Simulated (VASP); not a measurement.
Sr, 1 atom in the cell. The structure is cubic, space group Im-3m (No. 229). The conventional cell has a = 4.837 Å, b = 4.837 Å, c = 4.837 Å, α = 90.00°, β = 90.00°, γ = 90.00°. Sr (site symmetry m-3m) has 14 Sr at 4.19 to 4.84 Å within 5.5 Å. This isn't the form of Sr at room conditions, which is fcc.

* Program: VASP 6.6.1
* Task: single point
* Functional: r2SCAN
* Dispersion: D3(BJ)
* Potentials or basis: VASP PAW PBE potentials, release 64 (Sr_sv)
* Cutoff: 520 eV
* k mesh: 8 × 8 × 8
* Occupations: fermi-dirac, width 0.025 eV
* Spin: non-collinear spin, zero start, spin-orbit coupling
* Starting moments: [[0.0, 0.0, 0.0]] μB
* Dipole correction: no
* Further INCAR settings: ALGO = Normal; EDIFF = 1e-06; NBANDS = 21

Potentials or basis: VASP PAW PBE potentials, release 64 (Sr_sv).

The run is started by

```console
$ cat potpaw_PBE.64/Sr_sv/POTCAR > POTCAR
$ cp INCAR.step1 INCAR
$ mpirun -np 1 vasp_ncl > vasp.out
$ cp INCAR.step2 INCAR
$ mpirun -np 1 vasp_ncl > vasp.out
```

Hardware: 1 thread of AMD EPYC 7R13 Processor (Zen 3), on a shared host.

**Question.** Estimate the wall time of this run.

**Answer.** Wall time 5.7 min on 1 thread of AMD EPYC 7R13 Processor (Zen 3), with other jobs on the host, peak memory 0.36 GiB. Counts: k points 29.
